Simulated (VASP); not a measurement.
# SnSe (Pnma) in VASP: notebook

The runs below take SnSe through single point, with PBE.

Everything below comes from runs of VASP 6.6.1. Logs are shortened: lines on timing, memory, paths and dates and some standing lists are left out, and cuts for length are marked.

## Step 1: The cell of the first run

Symmetry: Pnma, No. 62, orthorhombic system. The conventional cell has a = 11.440 Å, b = 4.207 Å, c = 4.567 Å, α = 90.00°, β = 90.00°, γ = 90.00°. Sn (site symmetry m) has 6 Se at 2.70 to 3.46 Å and 2 Sn at 3.64 Å within 3.7 Å. Se (site symmetry m) has 6 Sn at 2.70 to 3.46 Å within 3.6 Å.

## Step 2: Single point, PBE (strain -0.0300 x Voigt [1, 0, 0, 0, 0, 0])

The input, INCAR:

```
  PREC = Accurate
  ENCUT = 520
  EDIFF = 1E-7
  ISMEAR = 0
  SIGMA = 0.05
  LREAL = F
  LASPH = T
  NELM = 100
  ALGO = Normal
  ISIF = 2
  LWAVE = F
  LCHARG = T
  GGA = PE
  LELF = T
  LVHAR = T
  NBANDS = 50
```

The input, KPOINTS:

```
Automatic mesh
0
Gamma
  4 6 6
```

The input, POSCAR:

```
SnSe
1.0
   11.4403404005      0.0000000000      0.0000000000
    0.0000000000      4.2070054080      0.0000000000
    0.0000000000      0.0000000000      4.5671013721
Sn Se
4 4
Direct
    0.1214769848      0.2500000000      0.1164645414
    0.8785230152      0.7500000000      0.8835354586
    0.3785230152      0.7500000000      0.6164645414
    0.6214769848      0.2500000000      0.3835354586
    0.8548816258      0.2500000000      0.4763342523
    0.1451183742      0.7500000000      0.5236657477
    0.6451183742      0.7500000000      0.9763342523
    0.3548816258      0.2500000000      0.0236657477
```

Potentials or basis: VASP PAW PBE potentials, release 64 (Sn_d, Se).

On the command line:

```sh
> cat potpaw_PBE.64/Sn_d/POTCAR potpaw_PBE.64/Se/POTCAR > POTCAR
> mpirun -np 1 vasp_std > vasp.out
```

OUTCAR:

```text
PREC = Accurate
   ENCUT = 520
   EDIFF = 1E-7
   ISMEAR = 0
   LREAL = F
   LASPH = T
   NELM = 100
   ISIF = 2
   GGA = PE

 ion  position               nearest neighbor table
   1  0.121  0.250  0.116-   8 2.70   6 2.82   6 2.82   2 3.64   2 3.64
   2  0.879  0.750  0.884-   7 2.70   5 2.82   5 2.82   1 3.64   1 3.64
   3  0.379  0.750  0.616-   6 2.70   8 2.82   8 2.82   4 3.64   4 3.64
   4  0.621  0.250  0.384-   5 2.70   7 2.82   7 2.82   3 3.64   3 3.64
   5  0.855  0.250  0.476-   4 2.70   2 2.82   2 2.82
   6  0.145  0.750  0.524-   3 2.70   1 2.82   1 2.82
   7  0.645  0.750  0.976-   2 2.70   4 2.82   4 2.82
   8  0.355  0.250  0.024-   1 2.70   3 2.82   3 2.82

  LATTYP: Found a simple orthorhombic cell.
 ALAT       =     4.2070054080
 B/A-ratio  =     1.0855943668
 C/A-ratio  =     2.7193548120

  Lattice vectors:

 A1 = (   0.0000000000,   4.2070054080,   0.0000000000)
 A2 = (   0.0000000000,   0.0000000000,   4.5671013721)
 A3 = (  11.4403404005,   0.0000000000,   0.0000000000)

Analysis of symmetry for initial positions (statically):
=====================================================================
 Subroutine PRICEL returns:
 Original cell was already a primitive cell.

 Routine SETGRP: Setting up the symmetry group for a
 simple orthorhombic supercell.

 Subroutine GETGRP returns: Found  8 space group operations
 (whereof  2 operations were pure point group operations)
 out of a pool of  8 trial point group operations.

The static configuration has the point symmetry S_2 .
 The point group associated with its full space group is D_2h.

Analysis of symmetry for dynamics (positions and initial velocities):
=====================================================================
 Subroutine PRICEL returns:
 Original cell was already a primitive cell.

 Routine SETGRP: Setting up the symmetry group for a
 simple orthorhombic supercell.

 Subroutine GETGRP returns: Found  8 space group operations
 (whereof  2 operations were pure point group operations)
 out of a pool of  8 trial point group operations.

The dynamic configuration has the point symmetry S_2 .
 The point group associated with its full space group is D_2h.

 Subroutine INISYM returns: Found  8 space group operations
 (whereof  2 operations are pure point group operations),
 and found     1 'primitive' translations

----------------------------------------------------------------------------------------

                                     Primitive cell

  volume of cell :     219.8126

  direct lattice vectors                    reciprocal lattice vectors
    11.440340401  0.000000000  0.000000000     0.087409987  0.000000000  0.000000000
     0.000000000  4.207005408  0.000000000     0.000000000  0.237698767  0.000000000
     0.000000000  0.000000000  4.567101372     0.000000000  0.000000000  0.218957259

  length of vectors
    11.440340401  4.207005408  4.567101372     0.087409987  0.237698767  0.218957259

  position of ions in fractional coordinates (direct lattice)
     0.121476985  0.250000000  0.116464541
     0.878523015  0.750000000  0.883535459
     0.378523015  0.750000000  0.616464541
     0.621476985  0.250000000  0.383535459
     0.854881626  0.250000000  0.476334252
     0.145118374  0.750000000  0.523665748
     0.645118374  0.750000000  0.976334252
     0.354881626  0.250000000  0.023665748

  ion indices of the primitive-cell ions
   primitive index   ion index
                 1           1
                 2           2
                 3           3
                 4           4
                 5           5
                 6           6
                 7           7
                 8           8

----------------------------------------------------------------------------------------

 KPOINTS: Automatic mesh

Automatic generation of k-mesh.
 Grid dimensions read from file:
 generate k-points for:    4    6    6

 Generating k-lattice:

  Cartesian coordinates                     Fractional coordinates (reciprocal lattice)
     0.021852497  0.000000000  0.000000000     0.250000000  0.000000000  0.000000000
     0.000000000  0.039616461  0.000000000     0.000000000  0.166666667  0.000000000
     0.000000000  0.000000000  0.036492877     0.000000000  0.000000000  0.166666667

  Length of vectors
     0.021852497  0.039616461  0.036492877

  Shift w.r.t. Gamma in fractional coordinates (k-lattice)
     0.000000000  0.000000000  0.000000000

 Subroutine IBZKPT returns following result:
 ===========================================

 Found     48 irreducible k-points:

 Following reciprocal coordinates:
            Coordinates               Weight
  0.000000  0.000000  0.000000      1.000000
  0.250000  0.000000  0.000000      2.000000
  0.500000  0.000000  0.000000      1.000000
  0.000000  0.166667  0.000000      2.000000
  0.250000  0.166667  0.000000      4.000000
  0.500000  0.166667  0.000000      2.000000
[... 16 lines left out ...]
  0.250000  0.500000  0.166667      4.000000
  0.500000  0.500000  0.166667      2.000000
 [... further k-points ...]
   k-points           NKPTS =     48   k-points in BZ     NKDIM =     48   number of bands    NBANDS=     50
   number of dos      NEDOS =    301   number of ions     NIONS =      8
   total plane-waves  NPLWV = 103680
   dimension x,y,z NGX =    90 NGY =   32 NGZ =   36
   dimension x,y,z NGXF=   180 NGYF=   64 NGZF=   72
   ions per type =               4   4
   NGX,Y,Z   is equivalent  to a cutoff of  13.08, 12.65, 13.10 a.u.
   NGXF,Y,Z  is equivalent  to a cutoff of  26.16, 25.29, 26.21 a.u.
 SYSTEM =  unknown system
   PREC   = accura    normal or accurate (medium, high low for compatibility)
   ISTART =      0    job   : 0-new  1-cont  2-samecut
   ICHARG =      2    charge: 1-file 2-atom 10-const
   ISPIN  =      1    spin polarized calculation?
   LNONCOLLINEAR =      F non collinear calculations
   LSORBIT =      F    spin-orbit coupling
   LASPH  =      T    aspherical Exc in radial PAW
   ENCUT  =  520.0 eV  38.22 Ry    6.18 a.u.  21.27  7.82  8.49*2*pi/ulx,y,z
   NELM   =    100;   NELMIN=  2; NELMDL= -5     # of ELM steps
   EDIFF  = 0.1E-06   stopping-criterion for ELM
   LREAL  =      F    real-space projection
   EDIFFG = 0.1E-05   stopping-criterion for IOM
   NSW    =      0    number of steps for IOM
   IBRION =     -1    ionic relax: 0-MD 1-quasi-New 2-CG
   NFREE  =      0    steps in history (QN), initial steepest desc. (CG)
   ISIF   =      2    stress and relaxation
   ISYM   =      2    0-nonsym 1-usesym 2-fastsym
   POTIM  = 0.5000    time-step for ionic-motion
   TEBEG  =    0.0;   TEEND  =   0.0 temperature during run
   PSTRESS=    0.0 pullay stress
   NELECT =      80.0000    total number of electrons
   NUPDOWN=      -1.0000    fix difference up-down
   EMIN   =  10.00;   EMAX   =-10.00  energy-range for DOS
   EFERMI =   0.00;   METHOD = LEGACY
   ISMEAR =     0;   SIGMA  =   0.05  broadening in eV -4-tet -1-fermi 0-gaus
   EFERMI_NEDOS =   21; number of points for ismear=-14 and -15
   IALGO  =     38    algorithm
   IMIX   =      4    mixing-type and parameters
     AMIX     =   0.40;   BMIX     =  1.00
     AMIX_MAG =   1.60;   BMIX_MAG =  1.00
  volume/ion in A,a.u.               =      27.48       185.42
  Fermi-wavevector in a.u.,A,eV,Ry     =   1.168837  2.208782 18.588005  1.366180
  Thomas-Fermi vector in A             =   2.305318
   LORBIT       =      0    0 simple, 1 ext, 2 COOP (PROOUT), +10 PAW based schemes
   GGA     = PE    functional components
   LHFCALC =     F    Hartree Fock is set to
   AEXX    =    0.0000 exact exchange contribution
   IVDW    =     0    specifies the selected vdW correction
   LEPSILON=     F    determine dielectric tensor
   LRPA    =     F    only Hartree local field effects (RPA)
 non-spin polarized calculation
 Gauss-broadening in eV      SIGMA  =   0.05
  energy-cutoff  :      520.00
  volume of cell :      219.81
 maximum number of plane-waves:      5944
 NGX is ok and might be reduce to    90
   NGX = 43   NGY = 15   NGZ = 17

 number of electron      79.9999986 magnetization

 Free energy of the ion-electron system (eV)
  ---------------------------------------------------
  ext. energy  EPLUGINS =         0.00000000
  ---------------------------------------------------
  free energy    TOTEN  =       -32.81434157 eV

  energy without entropy =      -32.81434157  energy(sigma->0) =      -32.81434157

 E-fermi :   5.3787     XC(G=0):  -9.5528

 val. band max:        5.1277566637   @ k =   0.0000   0.0000   0.3333
 cond. band min:       5.7746208694   @ k =   0.0000   0.3333   0.0000
 fundamental gap:      0.6468642057
 Fermi energy:         5.3787127090

 k-point     1 :       0.0000    0.0000    0.0000
  band No.  band energies     occupation
      1     -16.1753      2.00000
      2     -16.1667      2.00000
      3     -16.1626      2.00000
      4     -16.1625      2.00000
      5     -16.1597      2.00000
      6     -16.1590      2.00000
[... 42 lines left out ...]
     49       9.7352      0.00000
     50       9.8314      0.00000

 k-point     2 :       0.2500    0.0000    0.0000
  band No.  band energies     occupation
      1     -16.1742      2.00000
      2     -16.1681      2.00000
      3     -16.1624      2.00000
      4     -16.1621      2.00000
      5     -16.1602      2.00000
      6     -16.1601      2.00000
[... 42 lines left out ...]
     49       9.9533      0.00000
     50      10.1004      0.00000

 k-point     3 :       0.5000    0.0000    0.0000
  band No.  band energies     occupation
      1     -16.1712      2.00000
      2     -16.1712      2.00000
      3     -16.1615      2.00000
      4     -16.1615      2.00000
      5     -16.1611      2.00000
      6     -16.1611      2.00000
[... 42 lines left out ...]
     49       9.9258      0.00000
     50       9.9258      0.00000

 k-point     4 :       0.0000    0.1667    0.0000
  band No.  band energies     occupation
      1     -16.1709      2.00000
      2     -16.1656      2.00000
      3     -16.1648      2.00000
      4     -16.1625      2.00000
      5     -16.1596      2.00000
      6     -16.1581      2.00000
[... 999 lines left out ...]
 k-point    23 :       0.2500    0.5000    0.1667
  band No.  band energies     occupation
      1     -16.1746      2.00000
      2     -16.1746      2.00000
      3     -16.1723      2.00000
      4     -16.1723      2.00000
      5     -16.1496      2.00000
      6     -16.1496      2.00000
[... 42 lines left out ...]
     49       9.1327      0.00000
     50       9.1328      0.00000

 k-point    24 :       0.5000    0.5000    0.1667
  band No.  band energies     occupation
      1     -16.1735      2.00000
      2     -16.1735      2.00000
      3     -16.1735      2.00000
      4     -16.1735      2.00000
      5     -16.1489      2.00000
      6     -16.1489      2.00000
[... 42 lines left out ...]
     49       9.1275      0.00000
     50       9.1275      0.00000

 [... further k-points ...]
[... 5 lines left out ...]
  --------------------------------------------------------------------------------------
  -------------------------------------------------------------------------------------
  Total        5.0752113      0.7687203      0.9321763      0.0000000      0.0000000      0.0000000
  in kB       36.9923606      5.6030730      6.7944762      0.0000000      0.0000000      0.0000000
  external PRESSURE =      16.4633033 kB  Pullay stress =       0.0000000 kB

 VOLUME and BASIS-vectors are now :
 -----------------------------------------------------------------------------
  energy-cutoff  :      520.00
  volume of cell :      219.81
      direct lattice vectors                 reciprocal lattice vectors
    11.440340401  0.000000000  0.000000000     0.087409987  0.000000000  0.000000000
     0.000000000  4.207005408  0.000000000     0.000000000  0.237698767  0.000000000
     0.000000000  0.000000000  4.567101372     0.000000000  0.000000000  0.218957259

 POSITION                                       TOTAL-FORCE (eV/Angst)
 -----------------------------------------------------------------------------------
      1.38974      1.05175      0.53191        -0.322589     -0.000000     -0.025761
     10.05060      3.15525      4.03520         0.322589      0.000000      0.025761
      4.33043      3.15525      2.81546         0.322589     -0.000000     -0.025761
      7.10991      1.05175      1.75165        -0.322589     -0.000000      0.025761
      9.78014      1.05175      2.17547         0.300833      0.000000      0.025370
      1.66020      3.15525      2.39163        -0.300833      0.000000     -0.025370
      7.38037      3.15525      4.45902        -0.300833      0.000000      0.025370
      4.05997      1.05175      0.10808         0.300833      0.000000     -0.025370
 -----------------------------------------------------------------------------------
    total drift:                                0.000000     -0.000000     -0.000000

  FREE ENERGIE OF THE ION-ELECTRON SYSTEM (eV)
  ---------------------------------------------------
  free  energy   TOTEN  =       -32.8143415675 eV

  energy  without entropy=      -32.8143415675  energy(sigma->0) =      -32.81434157
```

Wall time 17 min (1 thread of Intel Xeon 8259CL, shared host); peak memory 0.58 GiB.

Results:

| Item | Value |
| --- | --- |
| Free energy | -32.8143 eV |
| Pressure | 1.6 GPa |
| Largest force | 0.324 eV/Å |
| Band gap on the k mesh | 0.65 eV (least direct gap 0.89 eV) |

Forces in eV/Å, atoms in the order of the input:
```
Sn  -0.323  0.000 -0.026
Sn   0.323  0.000  0.026
Sn   0.323  0.000 -0.026
Sn  -0.323  0.000  0.026
Se   0.301  0.000  0.025
Se  -0.301  0.000 -0.025
Se  -0.301  0.000  0.025
Se   0.301  0.000 -0.025
```

Stress tensor (GPa, compression positive):
```
3.70 0.00 0.00
0.00 0.56 0.00
0.00 0.00 0.68
```

Levels at points of the mesh, in eV from the valence-band top:
| k point | band 36 | band 37 | band 38 | band 39 | band 40 | band 41 | band 42 | band 43 | band 44 | band 45 |
| --- | --- | --- | --- | --- | --- | --- | --- | --- | --- | --- |
| (0.00, 0.00, 0.00) | -1.76 | -1.47 | -0.94 | -0.69 | -0.52 | 1.00 | 2.69 | 2.87 | 2.96 | 3.17 |
| (0.50, 0.00, 0.00) | -1.98 | -1.74 | -1.74 | -0.54 | -0.54 | 2.53 | 2.53 | 2.78 | 2.78 | 3.63 |
| (0.00, 0.50, 0.00) | -1.75 | -0.92 | -0.92 | -0.90 | -0.90 | 1.06 | 1.06 | 1.33 | 1.33 | 1.82 |
| (0.50, 0.50, 0.00) | -2.12 | -1.09 | -1.09 | -1.09 | -1.09 | 1.44 | 1.44 | 1.44 | 1.44 | 2.23 |
| (0.00, 0.00, 0.50) | -1.40 | -0.80 | -0.80 | -0.32 | -0.32 | 1.22 | 1.22 | 1.72 | 1.72 | 1.82 |
| (0.50, 0.00, 0.50) | -1.79 | -0.58 | -0.58 | -0.34 | -0.34 | 1.25 | 1.25 | 1.71 | 1.71 | 1.88 |
| (0.00, 0.50, 0.50) | -2.98 | -2.21 | -2.21 | -1.26 | -1.26 | 2.82 | 2.82 | 3.12 | 3.12 | 4.69 |
| (0.50, 0.50, 0.50) | -3.57 | -1.41 | -1.41 | -1.41 | -1.41 | 2.67 | 2.67 | 2.67 | 2.67 | 4.51 |

Caveat: the cell differs from its parent crystal (strain -0.0300 x Voigt [1, 0, 0, 0, 0, 0]); semilocal functionals underestimate gaps, and a narrow one can read as zero; spin-orbit coupling is left out, which moves the levels of the heavy elements.

[end of part 1 of 2]
